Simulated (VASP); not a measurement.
A run of VASP 6.6.1 is set up as follows.

The input INCAR:

```
PREC     = Accurate       # precision mode
ENCUT    = 600            # plane-wave cutoff, eV
EDIFF    = 1E-7           # SCF threshold, eV
ISMEAR   = 0              # smearing method
SIGMA    = 0.02           # smearing width, eV
LREAL    = False          # projectors in reciprocal space
LASPH    = True           # aspherical terms in the spheres
NELM     = 100            # most SCF steps
ALGO     = Normal         # electronic algorithm
ISIF     = 3              # what is computed and relaxed
LWAVE    = False          # write WAVECAR
LCHARG   = False          # write CHGCAR
IBRION   = 2              # ionic algorithm
NSW      = 100            # ionic steps
EDIFFG   = -0.005         # ionic threshold
```

KPOINTS

```
regular mesh
0
Gamma
  9 9 9
```

Contents of POSCAR:

```
NaLiCl2
1.0
    1.8351571281      1.0595284619      6.0745289545
   -1.8351571281      1.0595284619      6.0745289545
    0.0000000000     -2.1190569238      6.0745289545
Na Li Cl
1 1 2
Direct
    0.0000000000      0.0000000000      0.0000000000
    0.5000000000      0.5000000000      0.5000000000
    0.7572225386      0.7572225386      0.7572225386
    0.2427774614      0.2427774614      0.2427774614
```

Potentials or basis: VASP PAW LDA potentials, release 64 (Na_pv, Li_sv, Cl).

Command:

```sh
$ cat potpaw_LDA.64/Na_pv/POTCAR potpaw_LDA.64/Li_sv/POTCAR potpaw_LDA.64/Cl/POTCAR > POTCAR
$ mpirun -np 1 vasp_std > vasp.out
```

Problem. What does it give for the relaxed volume?

Solution. 17.79 Å³/atom.

Problem. Estimate the space group after relaxing (to 0.1 Å).

Solution. R-3m (No. 166).

The path:
```tsv
step	energy change (eV)	largest force (eV/Å)	pressure (GPa)	volume (Å³)
1	0.0000	0.0421	0.16	70.87
2	-0.0003	0.0301	0.06	71.05
3	-0.0004	0.0178	-0.04	71.24
4	-0.0004	0.0161	-0.06	71.27
5	-0.0004	0.0095	-0.03	71.21
6	-0.0005	0.0001	0.00	71.14
```

Caveat: the cutoff is under 1.25 times the usual one of these potentials, so pressure, stress and relaxed cells hold a basis-set (Pulay) error.
